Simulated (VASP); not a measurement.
Input of a VASP 6.6.1 run:

The input POSCAR:

```
BP
1.0
    0.0000000000      2.2683155811      2.2683155811
    2.2683155811      0.0000000000      2.2683155811
    2.2683155811      2.2683155811      0.0000000000
B P
1 1
Direct
    0.0000000000      0.0000000000      0.0000000000
    0.2500000000      0.2500000000      0.2500000000
```

INCAR.step1

```
SYSTEM = BP
PREC = Accurate ; ENCUT = 520
EDIFF = 1E-5 ; ISMEAR = 0
SIGMA = 0.01 ; LREAL = .False.
LASPH = .True. ; NELM = 60
ALGO = Normal ; ISIF = 2
LWAVE = .True. ; LCHARG = .False.
NBANDS = 11 ; GGA = PE
```

Contents of INCAR.step2:

```
SYSTEM = BP
PREC = Accurate ; ENCUT = 520
EDIFF = 1E-6 ; ISMEAR = 0
SIGMA = 0.01 ; LREAL = .False.
LASPH = .True. ; NELM = 60
ALGO = Normal ; ISIF = 2
LWAVE = .False. ; LCHARG = .False.
GGA = PE ; LHFCALC = .True.
AEXX = 1.0 ; ALDAC = 0.0
AGGAC = 0.0 ; PRECFOCK = Normal
NBANDS = 11 ; ISTART = 1
```

File KPOINTS:

```
Automatic mesh
0
Gamma
  6 6 6
  0 0 0
```

Potentials or basis: VASP PAW PBE potentials, release 64 (B, P).

The run is started by

```bash
$ cat potpaw_PBE.64/B/POTCAR potpaw_PBE.64/P/POTCAR > POTCAR
$ cp INCAR.step1 INCAR
$ mpirun -np 1 vasp_std > vasp.out
$ cp INCAR.step2 INCAR
$ mpirun -np 1 vasp_std > vasp.out
```

(1) Predict the band gap on the k mesh.

(2) What does it give for the pressure?

Results:

(1) 8.09 eV (least direct gap 10.85 eV).

(2) 3.9 GPa.

Caveat: the cell stands under pressure; the PAW data sets were made with another functional, which shifts forces and pressure a little.
